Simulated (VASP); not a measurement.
Fe, 1 atom in the cell. Symmetry: Im-3m, No. 229, cubic system. The conventional cell has a = 2.831 Å, b = 2.831 Å, c = 2.831 Å, α = 90.00°, β = 90.00°, γ = 90.00°. Within 3.2 Å of Fe (site symmetry m-3m) lie 14 Fe at 2.45 to 2.83 Å. 

```yaml
Program: VASP 6.6.1
Task: single point
Functional: PBE
Potentials_or_basis: VASP PAW PBE potentials, release 64 (Fe)
Cutoff: 520 eV
k_mesh: 21 × 21 × 21
Occupations: fermi-dirac, width 0.1 eV
Spin: collinear spin, ferromagnetic start
Starting_moments: "[2.5] μB"
Dipole_correction: no
Further_INCAR_settings: ALGO = Normal; EDIFF = 1e-06; NBANDS = 14
```

Potentials or basis: VASP PAW PBE potentials, release 64 (Fe).

Run with:

```bash
$ cat potpaw_PBE.64/Fe/POTCAR > POTCAR
$ mpirun -np 1 vasp_std > vasp.out
```

Hardware: 1 thread of Intel(R) Xeon(R) Platinum 8488C (Sapphire Rapids), on a shared host.

**Question.** How long does it take, and how much memory?

**Answer.** It took 45 s on 1 thread of Intel(R) Xeon(R) Platinum 8488C (Sapphire Rapids), with other jobs on the host, peak memory 0.18 GiB. Counts: scf iterations 12, k points 286.
